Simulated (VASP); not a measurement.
Write the native input for VASP 6.6.1 that does the following.

```
Task                   : relaxation of cell and atoms
Functional             : PBE
Potentials or basis    : VASP PAW PBE potentials, release 64 (Zn, O_h)
Cutoff                 : 910 eV
k mesh                 : 6 × 6 × 6
Occupations            : gaussian, width 0.1 eV
Spin                   : no spin polarisation
Dipole correction      : no
Further INCAR settings : ALGO = Normal; EDIFF = 1e-07; IBRION = 2; EDIFFG = -0.04; NSW = 90; ISIF = 3
```

The structure of ZnO lies in POSCAR:

```
ZnO
1.0
   -1.9687419200      1.9687419200      3.4654939800
    1.9687419200     -1.9687419200      3.4654939800
    1.9687419200      1.9687419200     -3.4654939800
Zn O
2 2
Direct
    0.0000000000      0.0000000000      0.0000000000
    0.5000000000      0.5000000000      0.0000000000
    0.2755139100      0.2755139100      0.0000000000
    0.7244860900      0.7244860900      0.0000000000
```

The cell was built from a structure type or drawn by symmetry, and may not be a known phase.

One way to write it, as run:

INCAR

```
SYSTEM = ZnO
ALGO = Normal ; EDIFF = 1E-7
EDIFFG = -0.04 ; ENCUT = 910
GGA = PE ; GGA_COMPAT = .FALSE.
IBRION = 2 ; ISIF = 3
ISMEAR = 0 ; LASPH = .TRUE.
LCHARG = .FALSE. ; LREAL = .FALSE.
LWAVE = .FALSE. ; NELM = 120
NELMIN = 4 ; NSW = 90
PREC = Accurate ; SIGMA = 0.1
```

KPOINTS

```
k-points
0
G
  6 6 6
  0 0 0
```

Potentials or basis: VASP PAW PBE potentials, release 64 (Zn, O_h).

Launch:

```console
$ cat potpaw_PBE.64/Zn/POTCAR potpaw_PBE.64/O_h/POTCAR > POTCAR
$ mpirun -np 1 vasp_std > vasp.out
```

It gave:

The relaxed volume is 17.55 Å³/atom, the relaxed cell is a = 4.702 Å, b = 4.702 Å, c = 4.702 Å, α = 122.76°, β = 122.76°, γ = 85.28° and the space group after relaxing (to 0.1 Å) is P4/mmm (No. 123). The energy gained by relaxing is 547.3 meV/atom and the ionic steps are 15. The pressure after relaxing is 0.0 GPa. The largest force after relaxing is 0.030 eV/Å and the band gap on the k mesh is zero (bands 18 and 19 overlap by 0.06 eV).

Caveat: the cutoff is under 1.25 times the usual one of these potentials, so pressure, stress and relaxed cells hold a basis-set (Pulay) error; the volume moved by over 15 % at a fixed basis, so the end points are rough; semilocal functionals underestimate gaps, so a narrow gap can read as zero.

It took 20 min on 1 thread of AMD EPYC 9R45 96-Core Processor (Zen 5), with other jobs on the host, peak memory 0.36 GiB.
